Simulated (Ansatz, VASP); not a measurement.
## One calculation of Ca2P3, two programs

```
Ca P
1.0
     7.47033    0.00000    0.00000
     0.00000    7.47033    0.00000
     0.00000    0.00000    3.92608
Ca P
4 6
Direct
  0.35460 0.85460 0.00000
  0.14540 0.35460 0.00000
  0.64540 0.14540 0.00000
  0.85460 0.64540 0.00000
  0.00000 0.00000 0.00000
  0.50000 0.50000 0.00000
  0.17026 0.67026 0.50000
  0.32974 0.17026 0.50000
  0.82974 0.32974 0.50000
  0.67026 0.82974 0.50000
```

Alike in both runs: functional PBE; k mesh 4 × 4 × 4; occupations gaussian, width 0.1 eV; no spin polarisation.

Ansatz relaxed the structure, and its values are those at the end. VASP's run is a single point on that final structure, the one shown.

|  | VASP | Ansatz |
| --- | --- | --- |
| version | VASP 6.6.1 | Ansatz 0.2.0 |
| potentials or method | VASP PAW PBE potentials, release 64 (Ca_sv, P), cutoff 520 eV | scalar-relativistic, plane waves, PAW |
| valence electrons in the cell | 70 | 70 |

```csv
,VASP,Ansatz,Ansatz less VASP
gap on the k mesh at the Fermi level (eV),none,none,-
pressure (GPa),0.2,0.0,-0.15
rms of the force components (eV/Å),0.008,0.004,-0.0047
```

A gap of «none» marks a metal or a gap that the smearing closes.

The k mesh is coarse, so the values compare programs but aren't converged.
